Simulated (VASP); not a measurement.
Write the native input for VASP 6.6.1 that does the following.

```
Task                   : single point
Functional             : PBEsol
Potentials or basis    : VASP PAW PBE potentials, release 64 (Ti_sv, C)
Cutoff                 : 520 eV
k mesh                 : 20 × 20 × 20
Occupations            : gaussian, width 0.15 eV
Spin                   : no spin polarisation
Dipole correction      : no
Further INCAR settings : ALGO = Normal; EDIFF = 1e-07; NBANDS = 15
```

The structure of TiC lies in POSCAR:

```
TiC
1.0
    0.0000000000      2.4291301541      1.7173950190
    2.4291301541      0.0000000000      1.7173950190
    2.4291301541      2.4291301541      0.0000000000
Ti C
1 1
Direct
    0.0000000000      0.0000000000      0.0000000000
    0.5000000000      0.5000000000      0.5000000000
```

This cell differs from its parent crystal: ratio of the length along z to the lengths across it x 0.707, volume and fractional coordinates fixed.

The input as run:

INCAR

```
ALGO     = Normal         # electronic algorithm
EDIFF    = 1E-7           # SCF threshold, eV
ENCUT    = 520            # plane-wave cutoff, eV
GGA      = PS             # functional
ISIF     = 2              # what is computed and relaxed
ISMEAR   = 0              # smearing method
LASPH    = True           # aspherical terms in the spheres
LCHARG   = False          # write CHGCAR
LREAL    = False          # projectors in reciprocal space
LWAVE    = False          # write WAVECAR
NBANDS   = 15             # bands
NELM     = 60             # most SCF steps
PREC     = Accurate       # precision mode
SIGMA    = 0.15           # smearing width, eV
```

KPOINTS

```
k-points
0
Gamma
  20 20 20
```

Potentials or basis: VASP PAW PBE potentials, release 64 (Ti_sv, C).

The run is started by

```bash
$ cat potpaw_PBE.64/Ti_sv/POTCAR potpaw_PBE.64/C/POTCAR > POTCAR
$ mpirun -np 1 vasp_std > vasp.out
```

Results of the run:

The pressure is 49.3 GPa and the band gap on the k mesh is zero (bands 8 and 9 overlap by 2.20 eV).

Caveat: the stress differs along the axes, from -29 to 207 GPa; the PAW data sets were made with another functional, which shifts forces and pressure a little.

It took 6 min on 1 thread of Intel Xeon 8259CL (shared host), peak memory 0.32 GiB.
